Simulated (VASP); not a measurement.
# MnHg (Pm-3m) in VASP: further runs

Aim: see how the results for MnHg move with the level of theory and the settings. Levels: PBE+D3(BJ), PBE. Tasks: single point.

All numbers are computed with VASP 6.6.1; they aren't measurements. Logs are shortened: lines on timing, memory, paths and dates and some standing lists are left out, and cuts for length are marked.

## Step 1: The cell of the first run

The structure is cubic, space group Pm-3m (No. 221). Conventional cell: a = 3.315 Å, b = 3.315 Å, c = 3.315 Å, α = 90.00°, β = 90.00°, γ = 90.00°. Mn (site symmetry m-3m) has 8 Hg at 2.87 Å and 6 Mn at 3.31 to 3.32 Å within 3.8 Å. Within 3.8 Å of Hg (site symmetry m-3m) lie 8 Mn at 2.87 Å and 6 Hg at 3.31 Å.

## Step 2: Single point, PBE+D3(BJ), collinear spin, ferromagnetic start

File INCAR:

```
SYSTEM = MnHg
ALGO     = Normal         ! electronic algorithm
EDIFF    = 1E-6           ! SCF threshold, eV
ENCUT    = 500            ! plane-wave cutoff, eV
GGA      = PE             ! functional
GGA_COMPAT= .FALSE.      
ISIF     = 2              ! what is computed and relaxed
ISMEAR   = 0              ! smearing method
ISPIN    = 2              ! spin polarisation
IVDW     = 12             ! dispersion correction
LASPH    = .TRUE.         ! aspherical terms in the spheres
LCHARG   = .FALSE.        ! write CHGCAR
LMAXMIX  = 4              ! l up to which the mixer works
LORBIT   = 11             ! projections on sites
LREAL    = .FALSE.        ! projectors in reciprocal space
LWAVE    = .FALSE.        ! write WAVECAR
MAGMOM   = 4.13 0         ! initial moments
NBANDS   = 24             ! bands
NELM     = 200            ! most SCF steps
PREC     = Accurate       ! precision mode
SIGMA    = 0.1            ! smearing width, eV
```

File KPOINTS:

```
k-points
0
G
  4 4 4
  0 0 0
```

File POSCAR:

```
MnHg
1.0
    3.3150000000      0.0000000000      0.0000000000
    0.0000000000      3.3150000000      0.0000000000
    0.0000000000      0.0000000000      3.3150000000
Mn Hg
1 1
Direct
    0.5000000000      0.5000000000      0.5000000000
    0.0000000000      0.0000000000      0.0000000000
```

Potentials or basis: VASP PAW PBE potentials, release 64 (Mn_pv, Hg).

Launch:

```bash
$ cat potpaw_PBE.64/Mn_pv/POTCAR potpaw_PBE.64/Hg/POTCAR > POTCAR
$ mpirun -np 1 vasp_std > vasp.out
```

OUTCAR:

```text
SYSTEM = MnHg
   EDIFF = 1E-6
   ENCUT = 500
   GGA = PE
   ISIF = 2
   ISMEAR = 0
   ISPIN = 2
   IVDW = 12
   LASPH = .TRUE.
   LORBIT = 11
   LREAL = .FALSE.
   NELM = 200
   PREC = Accurate
 IVDW          = 12

 ion  position               nearest neighbor table
   1  0.500  0.500  0.500-   2 2.87   2 2.87   2 2.87   2 2.87   2 2.87   2 2.87   2 2.87   2 2.87

   2  0.000  0.000  0.000-   1 2.87   1 2.87   1 2.87   1 2.87   1 2.87   1 2.87   1 2.87   1 2.87

  LATTYP: Found a simple cubic cell.
 ALAT       =     3.3150000000

  Lattice vectors:

 A1 = (   3.3150000000,   0.0000000000,   0.0000000000)
 A2 = (   0.0000000000,   3.3150000000,   0.0000000000)
 A3 = (   0.0000000000,   0.0000000000,   3.3150000000)

Analysis of symmetry for initial positions (statically):
=====================================================================
 Subroutine PRICEL returns:
 Original cell was already a primitive cell.

 Routine SETGRP: Setting up the symmetry group for a
 simple cubic supercell.

 Subroutine GETGRP returns: Found 48 space group operations
 (whereof 48 operations were pure point group operations)
 out of a pool of 48 trial point group operations.

The static configuration has the point symmetry O_h .

Analysis of symmetry for dynamics (positions and initial velocities):
=====================================================================
 Subroutine PRICEL returns:
 Original cell was already a primitive cell.

 Routine SETGRP: Setting up the symmetry group for a
 simple cubic supercell.

 Subroutine GETGRP returns: Found 48 space group operations
 (whereof 48 operations were pure point group operations)
 out of a pool of 48 trial point group operations.

The dynamic configuration has the point symmetry O_h .

Analysis of structural, dynamic, and magnetic symmetry:
=====================================================================
 Subroutine PRICEL returns:
 Original cell was already a primitive cell.

 Routine SETGRP: Setting up the symmetry group for a
 simple cubic supercell.

 Subroutine GETGRP returns: Found 48 space group operations
 (whereof 48 operations were pure point group operations)
 out of a pool of 48 trial point group operations.

The overall configuration has the point symmetry O_h .

 Subroutine INISYM returns: Found 48 space group operations
 (whereof 48 operations are pure point group operations),
 and found     1 'primitive' translations

----------------------------------------------------------------------------------------

                                     Primitive cell

  volume of cell :      36.4293

  direct lattice vectors                    reciprocal lattice vectors
     3.315000000  0.000000000  0.000000000     0.301659125  0.000000000  0.000000000
     0.000000000  3.315000000  0.000000000     0.000000000  0.301659125  0.000000000
     0.000000000  0.000000000  3.315000000     0.000000000  0.000000000  0.301659125

  length of vectors
     3.315000000  3.315000000  3.315000000     0.301659125  0.301659125  0.301659125

  position of ions in fractional coordinates (direct lattice)
     0.500000000  0.500000000  0.500000000
     0.000000000  0.000000000  0.000000000

  ion indices of the primitive-cell ions
   primitive index   ion index
                 1           1
                 2           2

----------------------------------------------------------------------------------------

 KPOINTS: k-points

Automatic generation of k-mesh.
 Grid dimensions read from file:
 generate k-points for:    4    4    4

 Generating k-lattice:

  Cartesian coordinates                     Fractional coordinates (reciprocal lattice)
     0.075414781  0.000000000  0.000000000     0.250000000  0.000000000  0.000000000
     0.000000000  0.075414781  0.000000000     0.000000000  0.250000000  0.000000000
     0.000000000  0.000000000  0.075414781     0.000000000  0.000000000  0.250000000

  Length of vectors
     0.075414781  0.075414781  0.075414781

  Shift w.r.t. Gamma in fractional coordinates (k-lattice)
     0.000000000  0.000000000  0.000000000

 Subroutine IBZKPT returns following result:
 ===========================================

 Found     10 irreducible k-points:

 Following reciprocal coordinates:
            Coordinates               Weight
  0.000000  0.000000  0.000000      1.000000
  0.250000  0.000000  0.000000      6.000000
  0.500000  0.000000  0.000000      3.000000
  0.250000  0.250000  0.000000     12.000000
  0.500000  0.250000  0.000000     12.000000
  0.500000  0.500000  0.000000      3.000000
  0.250000  0.250000  0.250000      8.000000
  0.500000  0.250000  0.250000     12.000000
  0.500000  0.500000  0.250000      6.000000
  0.500000  0.500000  0.500000      1.000000
   k-points           NKPTS =     10   k-points in BZ     NKDIM =     10   number of bands    NBANDS=     24
   number of dos      NEDOS =    301   number of ions     NIONS =      2
   total plane-waves  NPLWV =  13824
   dimension x,y,z NGX =    24 NGY =   24 NGZ =   24
   dimension x,y,z NGXF=    48 NGYF=   48 NGZF=   48
   ions per type =               1   1
   NGX,Y,Z   is equivalent  to a cutoff of  12.04, 12.04, 12.04 a.u.
   NGXF,Y,Z  is equivalent  to a cutoff of  24.07, 24.07, 24.07 a.u.
 SYSTEM =  MnHg
   PREC   = accura    normal or accurate (medium, high low for compatibility)
   ISTART =      0    job   : 0-new  1-cont  2-samecut
   ICHARG =      2    charge: 1-file 2-atom 10-const
   ISPIN  =      2    spin polarized calculation?
   LNONCOLLINEAR =      F non collinear calculations
   LSORBIT =      F    spin-orbit coupling
   LASPH  =      T    aspherical Exc in radial PAW
   ENCUT  =  500.0 eV  36.75 Ry    6.06 a.u.   6.04  6.04  6.04*2*pi/ulx,y,z
   NELM   =    200;   NELMIN=  2; NELMDL= -5     # of ELM steps
   EDIFF  = 0.1E-05   stopping-criterion for ELM
   LREAL  =      F    real-space projection
   EDIFFG = 0.1E-04   stopping-criterion for IOM
   NSW    =      0    number of steps for IOM
   IBRION =     -1    ionic relax: 0-MD 1-quasi-New 2-CG
   NFREE  =      0    steps in history (QN), initial steepest desc. (CG)
   ISIF   =      2    stress and relaxation
   ISYM   =      2    0-nonsym 1-usesym 2-fastsym
   POTIM  = 0.5000    time-step for ionic-motion
   TEBEG  =    0.0;   TEEND  =   0.0 temperature during run
   PSTRESS=    0.0 pullay stress
   NELECT =      25.0000    total number of electrons
   NUPDOWN=      -1.0000    fix difference up-down
   EMIN   =  10.00;   EMAX   =-10.00  energy-range for DOS
   EFERMI =   0.00;   METHOD = LEGACY
   ISMEAR =     0;   SIGMA  =   0.10  broadening in eV -4-tet -1-fermi 0-gaus
   EFERMI_NEDOS =   21; number of points for ismear=-14 and -15
   IALGO  =     38    algorithm
   IMIX   =      4    mixing-type and parameters
     AMIX     =   0.40;   BMIX     =  1.00
     AMIX_MAG =   1.60;   BMIX_MAG =  1.00
  volume/ion in A,a.u.               =      18.21       122.92
  Fermi-wavevector in a.u.,A,eV,Ry     =   1.444014  2.728790 28.370534  2.085175
  Thomas-Fermi vector in A             =   2.562356
   LORBIT       =     11    0 simple, 1 ext, 2 COOP (PROOUT), +10 PAW based schemes
   GGA     = PE    functional components
   LHFCALC =     F    Hartree Fock is set to
   AEXX    =    0.0000 exact exchange contribution
   IVDW    =    12    specifies the selected vdW correction
   LEPSILON=     F    determine dielectric tensor
   LRPA    =     F    only Hartree local field effects (RPA)
 spin polarized calculation
 Gauss-broadening in eV      SIGMA  =   0.10
  energy-cutoff  :      500.00
  volume of cell :       36.43
 maximum number of plane-waves:       952
   NGX = 13   NGY = 13   NGZ = 13

 number of electron      24.9999960 magnetization       3.7187412

 Free energy of the ion-electron system (eV)
  ---------------------------------------------------
  ext. energy  EPLUGINS =         0.00000000
  ---------------------------------------------------
  free energy    TOTEN  =        -8.50617054 eV

  energy without entropy =       -8.50197298  energy(sigma->0) =       -8.50407176

 E-fermi :   5.4906     XC(G=0): -11.6819

 val. band max:        5.3701634102   @ k =   0.2500   0.2500   0.2500
 cond. band min:       5.5178669636   @ k =   0.5000   0.0000   0.0000
 fundamental gap:      0.1477035533
 Fermi energy:         5.4905501128

 spin component 1

 k-point     1 :       0.0000    0.0000    0.0000
  band No.  band energies     occupation
      1     -44.4291      1.00000
      2     -44.4291      1.00000
      3     -44.4291      1.00000
      4      -4.1047      1.00000
      5      -2.7625      1.00000
      6      -2.7625      1.00000
[... 16 lines left out ...]
     23      22.5913      0.00000
     24      26.3534      0.00000

 k-point     2 :       0.2500    0.0000    0.0000
  band No.  band energies     occupation
      1     -44.4374      1.00000
      2     -44.4286      1.00000
      3     -44.4286      1.00000
      4      -3.2683      1.00000
      5      -2.6246      1.00000
      6      -2.2299      1.00000
[... 16 lines left out ...]
     23      20.9877      0.00000
     24      21.5315      0.00000
[... 187 lines left out ...]
     23      26.3010      0.00000
     24      28.2472      0.00000

 k-point    10 :       0.5000    0.5000    0.5000
  band No.  band energies     occupation
      1     -44.4428      1.00000
      2     -44.4428      1.00000
      3     -44.4428      1.00000
      4      -2.5988      1.00000
      5      -2.5988      1.00000
      6      -2.5988      1.00000
[... 16 lines left out ...]
     23      32.5028      0.00000
     24      32.5814      0.00000
 Fermi energy:         5.4905501128

 spin component 2

 k-point     1 :       0.0000    0.0000    0.0000
  band No.  band energies     occupation
      1     -40.5180      1.00000
      2     -40.5180      1.00000
      3     -40.5180      1.00000
      4      -3.9428      1.00000
      5      -2.7722      1.00000
      6      -2.7722      1.00000
[... 16 lines left out ...]
     23      22.5603      0.00000
     24      27.2514      0.00000

 k-point     2 :       0.2500    0.0000    0.0000
  band No.  band energies     occupation
      1     -40.5283      1.00000
      2     -40.5173      1.00000
      3     -40.5173      1.00000
      4      -3.1695      1.00000
      5      -2.6650      1.00000
      6      -2.1800      1.00000
[... 16 lines left out ...]
     23      21.5427      0.00000
     24      22.1697      0.00000
[... 187 lines left out ...]
     23      26.4811      0.00000
     24      29.0310      0.00000

 k-point    10 :       0.5000    0.5000    0.5000
  band No.  band energies     occupation
      1     -40.5347      1.00000
      2     -40.5347      1.00000
      3     -40.5347      1.00000
      4      -2.5817      1.00000
      5      -2.5817      1.00000
      6      -2.5817      1.00000
[... 16 lines left out ...]
     23      32.4127      0.00000
     24      32.4259      0.00000

------------------------ aborting loop because EDIFF is reached ----------------------------------------

 Edisp (eV)   -0.75303

 E8    (eV) :    -0.3409

  FORCE on cell =-STRESS in cart. coord.  units (eV):
  Direction    XX          YY          ZZ          XY          YZ          ZX
  --------------------------------------------------------------------------------------
  -------------------------------------------------------------------------------------
  Total      -0.92368    -0.92368    -0.92368     0.00000     0.00000    -0.00000
  in kB     -40.62407   -40.62407   -40.62407     0.00000     0.00000    -0.00000
  external pressure =      -40.62 kB  Pullay stress =        0.00 kB

 VOLUME and BASIS-vectors are now :
 -----------------------------------------------------------------------------
  energy-cutoff  :      500.00
  volume of cell :       36.43
      direct lattice vectors                 reciprocal lattice vectors
     3.315000000  0.000000000  0.000000000     0.301659125  0.000000000  0.000000000
     0.000000000  3.315000000  0.000000000     0.000000000  0.301659125  0.000000000
     0.000000000  0.000000000  3.315000000     0.000000000  0.000000000  0.301659125

 POSITION                                       TOTAL-FORCE (eV/Angst)
 -----------------------------------------------------------------------------------
      1.65750      1.65750      1.65750         0.000000      0.000000      0.000000
      0.00000      0.00000      0.00000         0.000000      0.000000      0.000000
 -----------------------------------------------------------------------------------
    total drift:                                0.000000      0.000000     -0.000000

  FREE ENERGIE OF THE ION-ELECTRON SYSTEM (eV)
  ---------------------------------------------------
  free  energy   TOTEN  =        -9.2592015257 eV

  energy  without entropy=       -9.2550039631  energy(sigma->0) =       -9.25710274

 total charge

# of ion       s       p       d       tot
------------------------------------------
    1        0.245   6.165   5.012  11.423
    2        0.802   0.512   9.263  10.577
--------------------------------------------------
tot          1.047   6.677  14.276  22.000

 magnetization (x)

# of ion       s       p       d       tot
------------------------------------------
    1        0.028   0.007   3.666   3.700
    2       -0.055  -0.071   0.042  -0.084
--------------------------------------------------
tot         -0.026  -0.065   3.707   3.616
```

Run time: 33 s. Hardware: 1 thread of Intel Xeon 8259CL, shared host; peak memory 0.16 GiB.

What came out:

| Item | Value |
| --- | --- |
| Free energy | -9.2592 eV |
| Pressure | -4.1 GPa |
| Net moment | 3.72 μB per cell |
| Site moments | Mn +3.70; Hg -0.08 μB |
| Valence electrons inside the program's atomic spheres | Mn 11.42; Hg 10.58 |
| Dispersion energy per atom | -0.377 eV |

Caveat: the k points lie up to 0.47 Å⁻¹ apart; spin-orbit coupling is left out, which moves the levels of the heavy elements.

[end of part 1 of 2]
